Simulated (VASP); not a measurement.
# Sc (Fm-3m) in VASP: further runs, part 2 of 2

VASP 6.6.1. The steps go on from the part before.

## (3) Single point, LDA (20.69 Å³/atom)

This run uses another cell than the first one, of 20.69 Å³/atom.

Input file INCAR:

```
SYSTEM = Sc
ALGO     = Normal         ! electronic algorithm
EDIFF    = 1E-7           ! SCF threshold, eV
ENCUT    = 520            ! plane-wave cutoff, eV
ISIF     = 2              ! what is computed and relaxed
ISMEAR   = -1             ! smearing method
LASPH    = .TRUE.         ! aspherical terms in the spheres
LCHARG   = .FALSE.        ! write CHGCAR
LREAL    = .FALSE.        ! projectors in reciprocal space
LWAVE    = .FALSE.        ! write WAVECAR
NBANDS   = 12             ! bands
NELM     = 60             ! most SCF steps
PREC     = Accurate       ! precision mode
SIGMA    = 0.1            ! smearing width, eV
```

Input file KPOINTS:

```
k-points
0
G
  20 20 20
  0 0 0
```

Input file POSCAR:

```
Sc
1.0
    0.0000000000      2.1787831197      2.1787831197
    2.1787831197      0.0000000000      2.1787831197
    2.1787831197      2.1787831197      0.0000000000
Sc
1
Direct
    0.0000000000      0.0000000000      0.0000000000
```

Potentials or basis: VASP PAW LDA potentials, release 64 (Sc_sv).

Started as:

```
$ cat potpaw_LDA.64/Sc_sv/POTCAR > POTCAR
$ mpirun -np 1 vasp_std > vasp.out
```

OUTCAR:

```text
SYSTEM = Sc
   EDIFF = 1E-7
   ENCUT = 520
   ISIF = 2
   ISMEAR = -1
   LASPH = .TRUE.
   LREAL = .FALSE.
   NELM = 60
   PREC = Accurate

 ion  position               nearest neighbor table
   1  0.000  0.000  0.000-

  LATTYP: Found a face centered cubic cell.
 ALAT       =     4.3575662394

  Lattice vectors:

 A1 = (   0.0000000000,   2.1787831197,   2.1787831197)
 A2 = (   2.1787831197,   0.0000000000,   2.1787831197)
 A3 = (   2.1787831197,   2.1787831197,   0.0000000000)

Analysis of symmetry for initial positions (statically):
=====================================================================
 Subroutine PRICEL returns:
 Original cell was already a primitive cell.

 Routine SETGRP: Setting up the symmetry group for a
 face centered cubic supercell.

 Subroutine GETGRP returns: Found 48 space group operations
 (whereof 48 operations were pure point group operations)
 out of a pool of 48 trial point group operations.

The static configuration has the point symmetry O_h .

Analysis of symmetry for dynamics (positions and initial velocities):
=====================================================================
 Subroutine PRICEL returns:
 Original cell was already a primitive cell.

 Routine SETGRP: Setting up the symmetry group for a
 face centered cubic supercell.

 Subroutine GETGRP returns: Found 48 space group operations
 (whereof 48 operations were pure point group operations)
 out of a pool of 48 trial point group operations.

The dynamic configuration has the point symmetry O_h .

 Subroutine INISYM returns: Found 48 space group operations
 (whereof 48 operations are pure point group operations),
 and found     1 'primitive' translations

----------------------------------------------------------------------------------------

                                     Primitive cell

  volume of cell :      20.6858

  direct lattice vectors                    reciprocal lattice vectors
     0.000000000  2.178783120  2.178783120    -0.229485898  0.229485898  0.229485898
     2.178783120  0.000000000  2.178783120     0.229485898 -0.229485898  0.229485898
     2.178783120  2.178783120  0.000000000     0.229485898  0.229485898 -0.229485898

  length of vectors
[... 112 lines left out ...]
  energy-cutoff  :      520.00
  volume of cell :       20.69
 maximum number of plane-waves:       568
   NGX = 11   NGY = 11   NGZ = 11

 number of electron      10.9999997 magnetization

 Free energy of the ion-electron system (eV)
  ---------------------------------------------------
  ext. energy  EPLUGINS =         0.00000000
  ---------------------------------------------------
  free energy    TOTEN  =        -6.68226706 eV

  energy without entropy =       -6.63362180  energy(sigma->0) =       -6.65794443

 E-fermi :   4.6151     XC(G=0): -10.8842

 val. band max:        4.6111810338   @ k =  -0.3000   0.4000   0.2000
 cond. band min:       4.6192340018   @ k =   0.5000   0.3000   0.1500
 fundamental gap:      0.0080529681
 Fermi energy:         4.6150821711

 k-point     1 :       0.0000    0.0000    0.0000
  band No.  band energies     occupation
      1     -43.7873      2.00000
      2     -22.3909      2.00000
      3     -22.3909      2.00000
      4     -22.3909      2.00000
      5      -0.8039      2.00000
      6       6.3661      0.00000
      7       6.3661      0.00000
      8       6.3661      0.00000
      9       8.0960      0.00000
     10       8.0960      0.00000
     11      18.2031      0.00000
     12      22.2612      0.00000
[... 331 lines left out ...]
 k-point    24 :      -0.3500    0.0500    0.0000
  band No.  band energies     occupation
      1     -43.6759      2.00000
      2     -23.0029      2.00000
      3     -22.4877      2.00000
      4     -22.4635      2.00000
      5       2.1442      2.00000
      6       5.1149      0.01341
      7       6.3144      0.00000
      8       6.4101      0.00000
      9       8.6360      0.00000
     10       9.0308      0.00000
     11      14.3611      0.00000
     12      18.1578      0.00000

 [... further k-points ...]

------------------------ aborting loop because EDIFF is reached ----------------------------------------

  FORCE on cell =-STRESS in cart. coord.  units (eV):
  Direction    XX          YY          ZZ          XY          YZ          ZX
  --------------------------------------------------------------------------------------
  -------------------------------------------------------------------------------------
  Total        0.7106779      0.7106779      0.7106779     -0.0000000      0.0000000     -0.0000000
  in kB       55.0441759     55.0441759     55.0441759     -0.0000000      0.0000000     -0.0000000
  external PRESSURE =      55.0441759 kB  Pullay stress =       0.0000000 kB

 VOLUME and BASIS-vectors are now :
 -----------------------------------------------------------------------------
  energy-cutoff  :      520.00
  volume of cell :       20.69
      direct lattice vectors                 reciprocal lattice vectors
     0.000000000  2.178783120  2.178783120    -0.229485898  0.229485898  0.229485898
     2.178783120  0.000000000  2.178783120     0.229485898 -0.229485898  0.229485898
     2.178783120  2.178783120  0.000000000     0.229485898  0.229485898 -0.229485898

 POSITION                                       TOTAL-FORCE (eV/Angst)
 -----------------------------------------------------------------------------------
      0.00000      0.00000      0.00000        -0.000000     -0.000000      0.000000
 -----------------------------------------------------------------------------------
    total drift:                               -0.000000      0.000000     -0.000000

  FREE ENERGIE OF THE ION-ELECTRON SYSTEM (eV)
  ---------------------------------------------------
  free  energy   TOTEN  =        -6.6822670620 eV

  energy  without entropy=       -6.6336217951  energy(sigma->0) =       -6.65794443
```

OSZICAR:

```text
N       E                     dE             d eps       ncg     rms          rms(c)
DAV:   1     0.730976415016E+02    0.73098E+02   -0.50793E+03  6208   0.940E+02
DAV:   2    -0.574938733208E+01   -0.78847E+02   -0.76891E+02  6180   0.292E+02
DAV:   3    -0.721897255032E+01   -0.14696E+01   -0.14443E+01  8488   0.555E+01
DAV:   4    -0.723796658742E+01   -0.18994E-01   -0.18987E-01  8248   0.456E+00
DAV:   5    -0.723818632776E+01   -0.21974E-03   -0.21974E-03  8084   0.413E-01    0.648E+00
DAV:   6    -0.675710763195E+01    0.48108E+00   -0.71480E-01  9268   0.130E+01    0.205E+00
DAV:   7    -0.668782794746E+01    0.69280E-01   -0.13396E-01  9796   0.538E+00    0.441E-01
DAV:   8    -0.668233797171E+01    0.54900E-02   -0.76363E-03  6996   0.124E+00    0.101E-01
DAV:   9    -0.668226102847E+01    0.76943E-04   -0.41248E-04  9632   0.325E-01    0.171E-02
DAV:  10    -0.668226710681E+01   -0.60783E-05   -0.13393E-05  9236   0.433E-02    0.206E-03
DAV:  11    -0.668226706200E+01    0.44811E-07   -0.23997E-07  9264   0.768E-03
   1 F= -.66822671E+01 E0= -.66579444E+01  d E =-.486453E-01
```

stdout:

```text
POSCAR found type information on POSCAR Sc
 POSCAR found :  1 types and       1 ions
 scaLAPACK will be used
 LDA part: xc-table for (Slater(with rela. corr.)+CA(PZ))
 , standard interpolation
 POSCAR, INCAR and KPOINTS ok, starting setup
 FFT: planning ... GRIDC
 FFT: planning ... GRID_SOFT
 FFT: planning ... GRID
 WAVECAR not read
 entering main loop
```

Run time: 54 s. Hardware: 1 thread of Intel Xeon 8259CL, shared host; peak memory 0.17 GiB.

What came out:

| Property | Result |
| --- | --- |
| Free energy | -6.6823 eV |
| Pressure | 5.5 GPa |
| Band gap on the k mesh | zero (an odd number of electrons rules out a gap without spin polarisation) |

Caveat: the cell stands under pressure.

## (4) Single point, LDA (21.59 Å³/atom)

This run uses another cell than the first one, of 21.59 Å³/atom.

Input file INCAR:

```
SYSTEM = Sc
  ALGO = Normal
  EDIFF = 1E-6
  ENCUT = 520
  GGA = CA
  ISIF = 2
  ISMEAR = -1
  LASPH = .TRUE.
  LCHARG = .FALSE.
  LREAL = .FALSE.
  LWAVE = .FALSE.
  NBANDS = 12
  NELM = 60
  PREC = Accurate
  SIGMA = 0.1
```

KPOINTS is that of step 3.

Input file POSCAR:

```
Sc
1.0
    0.0000000000      2.2099127986      2.2099127986
    2.2099127986      0.0000000000      2.2099127986
    2.2099127986      2.2099127986      0.0000000000
Sc
1
Direct
    0.0000000000      0.0000000000      0.0000000000
```

Started as:

```
$ cat potpaw_LDA.64/Sc_sv/POTCAR > POTCAR
$ mpirun -np 1 vasp_std > vasp.out
```

It took 46 s on 1 thread of Intel Xeon 8259CL, shared host; peak memory 0.18 GiB.

Results (log left out):

```
Free energy            : -6.7050 eV
Pressure               : 2.5 GPa
Band gap on the k mesh : zero (an odd number of electrons rules out a gap without spin polarisation)
```

Levels at points of the mesh, in eV from the Fermi level:
| k point | band 1 | band 2 | band 3 | band 4 | band 5 | band 6 | band 7 | band 8 | band 9 | band 10 |
| --- | --- | --- | --- | --- | --- | --- | --- | --- | --- | --- |
| (0.00, 0.00, 0.00) | -48.50 | -27.15 | -27.15 | -27.15 | -5.36 | 1.70 | 1.70 | 1.70 | 3.33 | 3.33 |
| (0.50, 0.00, 0.00) | -48.39 | -27.79 | -27.23 | -27.23 | -1.94 | 0.62 | 1.56 | 1.56 | 4.42 | 4.42 |
| (0.50, 0.50, 0.00) | -48.35 | -27.74 | -27.37 | -27.37 | -1.83 | -0.87 | 2.51 | 4.41 | 4.71 | 4.71 |

## (5) Single point, LDA

This run uses another cell than the first one, of 22.48 Å³/atom.

Input file INCAR:

```
PREC     = Accurate       # precision mode
ENCUT    = 520            # plane-wave cutoff, eV
EDIFF    = 1E-7           # SCF threshold, eV
ISMEAR   = -1             # smearing method
SIGMA    = 0.1            # smearing width, eV
LREAL    = F              # projectors in reciprocal space
LASPH    = T              # aspherical terms in the spheres
NELM     = 100            # most SCF steps
ALGO     = Normal         # electronic algorithm
ISIF     = 2              # what is computed and relaxed
LWAVE    = F              # write WAVECAR
LCHARG   = T              # write CHGCAR
GGA      = CA             # functional
LELF     = T              # ELF
LVHAR    = T            
NBANDS   = 12             # bands
```

Input file KPOINTS:

```
Automatic mesh
0
Gamma
  20 20 20
```

Input file POSCAR:

```
Sc
1.0
    0.0000000000      2.2401893390      2.2401893390
    2.2401893390      0.0000000000      2.2401893390
    2.2401893390      2.2401893390      0.0000000000
Sc
1
Direct
    0.0000000000      0.0000000000      0.0000000000
```

Started as:

```
$ cat potpaw_LDA.64/Sc_sv/POTCAR > POTCAR
$ mpirun -np 1 vasp_std > vasp.out
```

Run time: 66 s. Hardware: 1 thread of Intel Xeon 8259CL, shared host; peak memory 0.18 GiB.

The run converged. Its results:

* Free energy: -6.7123 eV
* Pressure: 0.0 GPa
* Band gap on the k mesh: zero (an odd number of electrons rules out a gap without spin polarisation)

Levels at points of the mesh, in eV from the Fermi level:
```
           k point  band 1  band 2  band 3  band 4  band 5  band 6  band 7  band 8  band 9  band 10
(0.00, 0.00, 0.00)  -48.60  -27.28  -27.28  -27.28   -5.30    1.64    1.64    1.64    3.19     3.19
(0.50, 0.00, 0.00)  -48.51  -27.84  -27.36  -27.36   -1.89    0.52    1.51    1.51    4.22     4.22
(0.50, 0.50, 0.00)  -48.48  -27.81  -27.48  -27.48   -1.73   -0.80    2.33    4.21    4.50     4.50
```

## (6) Single point, LDA (22.48 Å³/atom)

This run uses another cell than the first one, of 22.48 Å³/atom.

Input file INCAR:

```
SYSTEM = Sc
PREC = Accurate ; ENCUT = 520
EDIFF = 1E-6 ; ISMEAR = -1
SIGMA = 0.1 ; LREAL = .False.
LASPH = .True. ; NELM = 80
ALGO = Normal ; ISIF = 2
LWAVE = .False. ; LCHARG = .False.
GGA = CA ; NBANDS = 12
```

Input file KPOINTS:

```
regular mesh
0
Gamma
  20 20 20
  0 0 0
```

POSCAR is that of step 5.

Potentials or basis: VASP PAW LDA potentials, release 64 (Sc_sv).

Started as:

```
$ cat potpaw_LDA.64/Sc_sv/POTCAR > POTCAR
$ mpirun -np 1 vasp_std > vasp.out
```

Wall time 56 s (1 thread of Intel Xeon 8259CL, shared host); peak memory 0.18 GiB.

Results (log left out):

```yaml
Free_energy: -6.7123 eV
Pressure: 0.0 GPa
Band_gap_on_the_k_mesh: zero (an odd number of electrons rules out a gap without spin polarisation)
```

Levels at points of the mesh, in eV from the Fermi level:
| k point | band 1 | band 2 | band 3 | band 4 | band 5 | band 6 | band 7 | band 8 | band 9 | band 10 |
| --- | --- | --- | --- | --- | --- | --- | --- | --- | --- | --- |
| (0.00, 0.00, 0.00) | -48.60 | -27.28 | -27.28 | -27.28 | -5.30 | 1.64 | 1.64 | 1.64 | 3.19 | 3.19 |
| (0.50, 0.00, 0.00) | -48.51 | -27.84 | -27.36 | -27.36 | -1.89 | 0.52 | 1.51 | 1.51 | 4.22 | 4.22 |
| (0.50, 0.50, 0.00) | -48.48 | -27.81 | -27.48 | -27.48 | -1.73 | -0.80 | 2.33 | 4.21 | 4.50 | 4.50 |

## (7) Overview

| cell | gap on the mesh (eV) | pressure (GPa) |
| --- | --- | --- |
| a = 3.036 Å, angles 60.0°, 1 atom | none | 9.0 |
| a = 3.081 Å, angles 60.0°, 1 atom | none | 5.5 |
| a = 3.125 Å, angles 60.0°, 1 atom | none | 2.5 |
| a = 3.168 Å, angles 60.0°, 1 atom | none | 0.0 |

Alike in all rows: task single point; level LDA; potentials or basis VASP PAW LDA potentials, release 64 (Sc_sv); no spin polarisation; k mesh 20 × 20 × 20; cutoff (eV) 520; smearing fermi-dirac 0.1 eV.

Caveats: the cell stands under pressure (at least some runs).

Total energies depend on the potentials used, so only differences within one code and one set of settings carry meaning.
